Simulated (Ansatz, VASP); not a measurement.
## Ge in VASP and in Ansatz

File INCAR:

```
SYSTEM = Ge
PREC = Accurate ; ENCUT = 520
EDIFF = 1E-6 ; ISMEAR = 0
SIGMA = 0.016 ; LREAL = .FALSE.
LASPH = .TRUE. ; NELM = 60
ALGO = Normal ; ISIF = 2
LWAVE = .FALSE. ; LCHARG = .FALSE.
GGA = PE ; NBANDS = 21
```

The input KPOINTS:

```
Automatic mesh
0
G
  10 10 6
  0 0 0
```

File POSCAR:

```
Ge
1.0
    1.4880529250     -2.5946896100      0.0000000000
    1.4880529250      2.5946896100      0.0000000000
    0.0000000000      0.0000000000      4.7275957900
Ge
2
Direct
    0.3334466300      0.6665533700      0.2500000000
    0.6665533700      0.3334466300      0.7500000000
```

Contents of input.yaml:

```yaml
crystal:
  lattice:
    - [1.488052925, -2.59468961, 0.0]
    - [1.488052925, 2.59468961, 0.0]
    - [0.0, 0.0, 4.72759579]
  atoms:
    - { symbol: Ge, position: [0.33344663, 0.66655337, 0.25] }
    - { symbol: Ge, position: [0.66655337, 0.33344663, 0.75] }
hamiltonian:
  xc: pbe
  pseudopotentials: { kind: paw }
kpoints:
  mp_grid: { grid: [10, 10, 6] }
scf:
  occupations: { method: gaussian, width: 0.016 }
output:
  forces: true
  stress: true
  eigenvalues: true
  write_density: true
  write_potential: true
  elf: true
  volumetric_format: npy
```

Alike in both runs: task single point; functional PBE; k mesh 10 × 10 × 6; occupations gaussian, width 0.016 eV; no spin polarisation.

```csv
,VASP,Ansatz
version,VASP 6.6.1,Ansatz 0.2.0
potentials or method,"VASP PAW PBE potentials, release 64 (Ge_d)",Ansatz PAW
plane-wave cutoff (eV),520,420
valence electrons in the cell,28,28
```

|  | VASP | Ansatz | Ansatz less VASP |
| --- | --- | --- | --- |
| gap on the k mesh at the Fermi level (eV) | none | none | - |
| pressure (GPa) | 4.4 | 4.3 | -0.03 |
| traceless stress, the component that is largest in VASP (GPa) | -1.19 | -1.19 | -0.002 |
| rms of the force components (eV/Å) | 0.009 | 0.009 | +0.0001 |

Atom by atom the forces differ by 0.000 eV/Å (rms over components). A gap of «none» marks a metal or a gap that the smearing closes. With one functional, cell and mesh, what is left measures potentials, basis and numerics.
